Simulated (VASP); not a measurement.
GaP, 2 atoms in the cell. The structure is cubic, space group F-43m (No. 216). The conventional cell has a = 5.014 Å, b = 5.014 Å, c = 5.014 Å, α = 90.00°, β = 90.00°, γ = 90.00°. Ga (site symmetry -43m) has 4 P at 2.17 Å within 2.9 Å. P (site symmetry -43m) has 4 Ga at 2.17 Å within 2.9 Å.  This cell differs from its parent crystal: strain -0.080 along x and y, -0.080 along z.

| Item | Value |
| --- | --- |
| Program | VASP 6.6.1 |
| Task | single point |
| Functional | PBE |
| Potentials or basis | VASP PAW PBE potentials, release 64 (Ga_d, P) |
| Cutoff | 520 eV |
| k mesh | 8 × 8 × 8 |
| Occupations | gaussian, width 0.05 eV |
| Spin | no spin polarisation |
| Dipole correction | no |
| Further INCAR settings | ALGO = Normal; EDIFF = 1e-06; NBANDS = 16 |

Potentials or basis: VASP PAW PBE potentials, release 64 (Ga_d, P).

Run with:

```bash
$ cat potpaw_PBE.64/Ga_d/POTCAR potpaw_PBE.64/P/POTCAR > POTCAR
$ mpirun -np 1 vasp_std > vasp.out
```

Hardware: 1 thread of AMD EPYC 7R13 Processor (Zen 3), on a shared host.

Q: How long does it take, and how much memory?

A: It took 12 s on 1 thread of AMD EPYC 7R13 Processor (Zen 3), with other jobs on the host, peak memory 0.13 GiB. Counts: scf iterations 12, k points 29.
